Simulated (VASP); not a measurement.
# KBr (P6/mmm) in VASP: a series of runs

Runs on KBr. Level: PBE. Tasks: single point, relaxation of cell and atoms.

Program: VASP 6.6.1. These are calculated values, not measurements. Logs are shortened: lines on timing, memory, paths and dates and some standing lists are left out, and cuts for length are marked.

### Step 1. The cell of the first run

The structure is hexagonal, space group P6/mmm (No. 191). The conventional cell has a = 4.085 Å, b = 4.085 Å, c = 5.931 Å, α = 90.00°, β = 90.00°, γ = 120.00°. K (site symmetry 6/mmm) has 2 Br at 2.97 Å within 3.9 Å. Within 3.9 Å of Br (site symmetry 6/mmm) lie 2 K at 2.97 Å.

The cell was generated, and may not be a known phase.

### Step 2. Single point, PBE

INCAR reads:

```
SYSTEM = KBr
ALGO     = Normal         ! electronic algorithm
EDIFF    = 1E-6           ! SCF threshold, eV
ENCUT    = 520            ! plane-wave cutoff, eV
GGA      = PE             ! functional
ISIF     = 2              ! what is computed and relaxed
ISMEAR   = 0              ! smearing method
LASPH    = .True.         ! aspherical terms in the spheres
LCHARG   = .False.        ! write CHGCAR
LREAL    = .False.        ! projectors in reciprocal space
LWAVE    = .False.        ! write WAVECAR
NBANDS   = 15             ! bands
NELM     = 80             ! most SCF steps
PREC     = Accurate       ! precision mode
SIGMA    = 0.1            ! smearing width, eV
```

KPOINTS reads:

```
k-points
0
Gamma
  6 6 4
  0 0 0
```

POSCAR reads:

```
KBr
1.0
    4.0853642600      0.0000000000      0.0000000000
   -2.0426821300      3.5380292300      0.0000000000
    0.0000000000      0.0000000000      5.9307425600
K Br
1 1
Direct
    0.0000000000      0.0000000000      0.5000000000
    0.0000000000      0.0000000000      0.0000000000
```

Potentials or basis: VASP PAW PBE potentials, release 64 (K_sv, Br).

Command:

```
cat potpaw_PBE.64/K_sv/POTCAR potpaw_PBE.64/Br/POTCAR > POTCAR
mpirun -np 1 vasp_std > vasp.out
```

OUTCAR:

```text
SYSTEM = KBr
   EDIFF = 1E-6
   ENCUT = 520
   GGA = PE
   ISIF = 2
   ISMEAR = 0
   LASPH = .True.
   LREAL = .False.
   NELM = 80
   PREC = Accurate

 ion  position               nearest neighbor table
   1  0.000  0.000  0.500-   2 2.97   2 2.97
   2  0.000  0.000  0.000-   1 2.97   1 2.97

  LATTYP: Found a hexagonal cell.
 ALAT       =     4.0853642600
 C/A-ratio  =     1.4517047153

  Lattice vectors:

 A1 = (   4.0853642600,   0.0000000000,   0.0000000000)
 A2 = (  -2.0426821300,   3.5380292300,   0.0000000000)
 A3 = (   0.0000000000,   0.0000000000,   5.9307425600)

Analysis of symmetry for initial positions (statically):
=====================================================================
 Subroutine PRICEL returns:
 Original cell was already a primitive cell.

 Routine SETGRP: Setting up the symmetry group for a
 hexagonal supercell.

 Subroutine GETGRP returns: Found 24 space group operations
 (whereof 24 operations were pure point group operations)
 out of a pool of 24 trial point group operations.

The static configuration has the point symmetry D_6h.

Analysis of symmetry for dynamics (positions and initial velocities):
=====================================================================
 Subroutine PRICEL returns:
 Original cell was already a primitive cell.

 Routine SETGRP: Setting up the symmetry group for a
 hexagonal supercell.

 Subroutine GETGRP returns: Found 24 space group operations
 (whereof 24 operations were pure point group operations)
 out of a pool of 24 trial point group operations.

The dynamic configuration has the point symmetry D_6h.

 Subroutine INISYM returns: Found 24 space group operations
 (whereof 24 operations are pure point group operations),
 and found     1 'primitive' translations

----------------------------------------------------------------------------------------

                                     Primitive cell

  volume of cell :      85.7238

  direct lattice vectors                    reciprocal lattice vectors
     4.085364260  0.000000000  0.000000000     0.244776215  0.141321614  0.000000000
    -2.042682130  3.538029230  0.000000000     0.000000000  0.282643227  0.000000000
     0.000000000  0.000000000  5.930742560     0.000000000  0.000000000  0.168612950

  length of vectors
     4.085364260  4.085364258  5.930742560     0.282643227  0.282643227  0.168612950

  position of ions in fractional coordinates (direct lattice)
     0.000000000  0.000000000  0.500000000
     0.000000000  0.000000000  0.000000000

  ion indices of the primitive-cell ions
   primitive index   ion index
                 1           1
                 2           2

----------------------------------------------------------------------------------------

 KPOINTS: k-points

Automatic generation of k-mesh.
 Grid dimensions read from file:
 generate k-points for:    6    6    4

 Generating k-lattice:

  Cartesian coordinates                     Fractional coordinates (reciprocal lattice)
     0.040796036  0.023553602  0.000000000     0.166666667  0.000000000  0.000000000
     0.000000000  0.047107205  0.000000000     0.000000000  0.166666667  0.000000000
     0.000000000  0.000000000  0.042153238     0.000000000  0.000000000  0.250000000

  Length of vectors
     0.047107205  0.047107205  0.042153238

  Shift w.r.t. Gamma in fractional coordinates (k-lattice)
     0.000000000  0.000000000  0.000000000

 Subroutine IBZKPT returns following result:
 ===========================================

 Found     21 irreducible k-points:

 Following reciprocal coordinates:
            Coordinates               Weight
  0.000000  0.000000  0.000000      1.000000
  0.166667  0.000000  0.000000      6.000000
  0.333333  0.000000  0.000000      6.000000
  0.500000  0.000000  0.000000      3.000000
  0.166667  0.166667  0.000000      6.000000
  0.333333  0.166667  0.000000     12.000000
[... 13 lines left out ...]
  0.333333  0.166667  0.500000     12.000000
  0.333333  0.333333  0.500000      2.000000
   k-points           NKPTS =     21   k-points in BZ     NKDIM =     21   number of bands    NBANDS=     15
   number of dos      NEDOS =    301   number of ions     NIONS =      2
   total plane-waves  NPLWV =  43200
   dimension x,y,z NGX =    30 NGY =   30 NGZ =   48
   dimension x,y,z NGXF=    60 NGYF=   60 NGZF=   96
   ions per type =               1   1
   NGX,Y,Z   is equivalent  to a cutoff of  12.21, 12.21, 13.45 a.u.
   NGXF,Y,Z  is equivalent  to a cutoff of  24.42, 24.42, 26.91 a.u.
 SYSTEM =  KBr
   PREC   = accura    normal or accurate (medium, high low for compatibility)
   ISTART =      0    job   : 0-new  1-cont  2-samecut
   ICHARG =      2    charge: 1-file 2-atom 10-const
   ISPIN  =      1    spin polarized calculation?
   LNONCOLLINEAR =      F non collinear calculations
   LSORBIT =      F    spin-orbit coupling
   LASPH  =      T    aspherical Exc in radial PAW
   ENCUT  =  520.0 eV  38.22 Ry    6.18 a.u.   7.60  7.60 11.03*2*pi/ulx,y,z
   NELM   =     80;   NELMIN=  2; NELMDL= -5     # of ELM steps
   EDIFF  = 0.1E-05   stopping-criterion for ELM
   LREAL  =      F    real-space projection
   EDIFFG = 0.1E-04   stopping-criterion for IOM
   NSW    =      0    number of steps for IOM
   IBRION =     -1    ionic relax: 0-MD 1-quasi-New 2-CG
   NFREE  =      0    steps in history (QN), initial steepest desc. (CG)
   ISIF   =      2    stress and relaxation
   ISYM   =      2    0-nonsym 1-usesym 2-fastsym
   POTIM  = 0.5000    time-step for ionic-motion
   TEBEG  =    0.0;   TEEND  =   0.0 temperature during run
   PSTRESS=    0.0 pullay stress
   NELECT =      16.0000    total number of electrons
   NUPDOWN=      -1.0000    fix difference up-down
   EMIN   =  10.00;   EMAX   =-10.00  energy-range for DOS
   EFERMI =   0.00;   METHOD = LEGACY
   ISMEAR =     0;   SIGMA  =   0.10  broadening in eV -4-tet -1-fermi 0-gaus
   EFERMI_NEDOS =   21; number of points for ismear=-14 and -15
   IALGO  =     38    algorithm
   IMIX   =      4    mixing-type and parameters
     AMIX     =   0.40;   BMIX     =  1.00
     AMIX_MAG =   1.60;   BMIX_MAG =  1.00
  volume/ion in A,a.u.               =      42.86       289.25
  Fermi-wavevector in a.u.,A,eV,Ry     =   0.935580  1.767990 11.909322  0.875310
  Thomas-Fermi vector in A             =   2.062502
   LORBIT       =      0    0 simple, 1 ext, 2 COOP (PROOUT), +10 PAW based schemes
   GGA     = PE    functional components
   LHFCALC =     F    Hartree Fock is set to
   AEXX    =    0.0000 exact exchange contribution
   IVDW    =     0    specifies the selected vdW correction
   LEPSILON=     F    determine dielectric tensor
   LRPA    =     F    only Hartree local field effects (RPA)
 non-spin polarized calculation
 Gauss-broadening in eV      SIGMA  =   0.10
  energy-cutoff  :      520.00
  volume of cell :       85.72
 maximum number of plane-waves:      2326
   NGX = 15   NGY = 15   NGZ = 23

 number of electron      15.9999996 magnetization

 Free energy of the ion-electron system (eV)
  ---------------------------------------------------
  ext. energy  EPLUGINS =         0.00000000
  ---------------------------------------------------
  free energy    TOTEN  =        -4.70033284 eV

  energy without entropy =       -4.70033284  energy(sigma->0) =       -4.70033284

 E-fermi :  -0.1502     XC(G=0):  -6.6700

 val. band max:       -0.5769936899   @ k =   0.0000   0.0000   0.0000
 cond. band min:       0.2993473040   @ k =   0.0000   0.0000   0.0000
 fundamental gap:      0.8763409939
 Fermi energy:        -0.1502092926

 k-point     1 :       0.0000    0.0000    0.0000
  band No.  band energies     occupation
      1     -31.4762      2.00000
      2     -14.9902      2.00000
      3     -14.9902      2.00000
      4     -14.8168      2.00000
      5     -13.5761      2.00000
      6      -2.1053      2.00000
      7      -0.5770      2.00000
      8      -0.5770      2.00000
      9       0.2993      0.00000
     10       5.3670      0.00000
     11       5.3670      0.00000
     12       5.9774      0.00000
     13       6.7331      0.00000
     14       6.7331      0.00000
     15       6.8061      0.00000

 k-point     2 :       0.1667    0.0000    0.0000
  band No.  band energies     occupation
      1     -31.4721      2.00000
      2     -15.0394      2.00000
      3     -15.0015      2.00000
      4     -14.8093      2.00000
      5     -13.5282      2.00000
      6      -2.0119      2.00000
      7      -1.1710      2.00000
      8      -0.6756      2.00000
      9       0.9042      0.00000
     10       4.8037      0.00000
     11       5.2532      0.00000
     12       5.7551      0.00000
     13       6.2371      0.00000
     14       6.5667      0.00000
     15       7.6073      0.00000

 k-point     3 :       0.3333    0.0000    0.0000
  band No.  band energies     occupation
      1     -31.4638      2.00000
      2     -15.1354      2.00000
      3     -15.0239      2.00000
      4     -14.7942      2.00000
      5     -13.4297      2.00000
      6      -1.9705      2.00000
      7      -1.8043      2.00000
      8      -0.8597      2.00000
      9       2.0297      0.00000
     10       4.0971      0.00000
     11       4.1428      0.00000
     12       6.2709      0.00000
     13       6.4979      0.00000
     14       6.7954      0.00000
     15       8.1116      0.00000

 k-point     4 :       0.5000    0.0000    0.0000
  band No.  band energies     occupation
      1     -31.4596      2.00000
      2     -15.1823      2.00000
      3     -15.0351      2.00000
      4     -14.7867      2.00000
      5     -13.3789      2.00000
      6      -2.3017      2.00000
      7      -1.6872      2.00000
      8      -0.9460      2.00000
      9       2.6267      0.00000
     10       3.7165      0.00000
     11       4.0686      0.00000
     12       6.1376      0.00000
     13       6.5216      0.00000
     14       7.7082      0.00000
     15       7.9040      0.00000
[... 253 lines left out ...]
 k-point    19 :       0.1667    0.1667    0.5000
  band No.  band energies     occupation
      1     -31.4656      2.00000
      2     -15.1015      2.00000
      3     -15.0272      2.00000
      4     -15.0213      2.00000
      5     -13.1100      2.00000
      6      -2.5740      2.00000
      7      -1.7423      2.00000
      8      -0.9909      2.00000
      9       1.9322      0.00000
     10       4.1918      0.00000
     11       5.1567      0.00000
     12       6.3872      0.00000
     13       6.9165      0.00000
     14       7.6133      0.00000
     15       8.4610      0.00000

 k-point    20 :       0.3333    0.1667    0.5000
  band No.  band energies     occupation
      1     -31.4594      2.00000
      2     -15.1569      2.00000
      3     -15.0598      2.00000
      4     -14.9980      2.00000
      5     -13.0493      2.00000
      6      -2.3603      2.00000
      7      -2.1734      2.00000
      8      -1.2946      2.00000
      9       2.7851      0.00000
     10       3.5128      0.00000
     11       5.4086      0.00000
     12       6.3659      0.00000
     13       7.2068      0.00000
     14       7.8085      0.00000
     15       7.9917      0.00000

 k-point    21 :       0.3333    0.3333    0.5000
  band No.  band energies     occupation
      1     -31.4573      2.00000
      2     -15.1233      2.00000
      3     -15.1233      2.00000
      4     -14.9903      2.00000
      5     -13.0286      2.00000
      6      -2.2885      2.00000
      7      -1.8861      2.00000
      8      -1.8861      2.00000
      9       3.3062      0.00000
     10       3.3062      0.00000
     11       5.8028      0.00000
     12       5.8028      0.00000
     13       6.9656      0.00000
     14       8.0659      0.00000
     15       8.0659      0.00000

------------------------ aborting loop because EDIFF is reached ----------------------------------------

  FORCE on cell =-STRESS in cart. coord.  units (eV):
  Direction    XX          YY          ZZ          XY          YZ          ZX
  --------------------------------------------------------------------------------------
  -------------------------------------------------------------------------------------
  Total        1.8201952      1.8201952     -1.2533374      0.0000000     -0.0000000      0.0000000
  in kB       34.0194483     34.0194482    -23.4248765      0.0000000     -0.0000000      0.0000000
  external PRESSURE =      14.8713400 kB  Pullay stress =       0.0000000 kB

 VOLUME and BASIS-vectors are now :
 -----------------------------------------------------------------------------
  energy-cutoff  :      520.00
  volume of cell :       85.72
      direct lattice vectors                 reciprocal lattice vectors
     4.085364260  0.000000000  0.000000000     0.244776215  0.141321614  0.000000000
    -2.042682130  3.538029230  0.000000000     0.000000000  0.282643227  0.000000000
     0.000000000  0.000000000  5.930742560     0.000000000  0.000000000  0.168612950

 POSITION                                       TOTAL-FORCE (eV/Angst)
 -----------------------------------------------------------------------------------
      0.00000      0.00000      2.96537        -0.000000      0.000000      0.000000
      0.00000      0.00000      0.00000         0.000000      0.000000      0.000000
 -----------------------------------------------------------------------------------
    total drift:                                0.000000      0.000000      0.000000

  FREE ENERGIE OF THE ION-ELECTRON SYSTEM (eV)
  ---------------------------------------------------
  free  energy   TOTEN  =        -4.7003328382 eV

  energy  without entropy=       -4.7003328382  energy(sigma->0) =       -4.70033284
```

Run time: 25 s. Hardware: 1 thread of Intel Xeon Platinum 8488C (Sapphire Rapids), shared host; peak memory 0.2 GiB.

Results:

```
Free energy            : -4.7003 eV
Pressure               : 1.5 GPa
Band gap on the k mesh : 0.88 eV
```

Levels at points of the mesh, in eV from the valence-band top:
```csv
k point,band 6,band 7,band 8,band 9,band 10,band 11
"(0.00, 0.00, 0.00)",-1.53,0.00,0.00,0.88,5.94,5.94
"(0.50, 0.00, 0.00)",-1.72,-1.11,-0.37,3.20,4.29,4.65
"(0.00, 0.00, 0.50)",-2.34,-0.06,-0.06,1.63,4.72,6.00
"(0.50, 0.00, 0.50)",-1.78,-1.78,-0.43,3.50,3.78,5.90
```

Caveat: the stress differs along the axes, from -2 to 3 GPa. A k mesh can miss the band edges.

(Continued in part 2 of 3.)
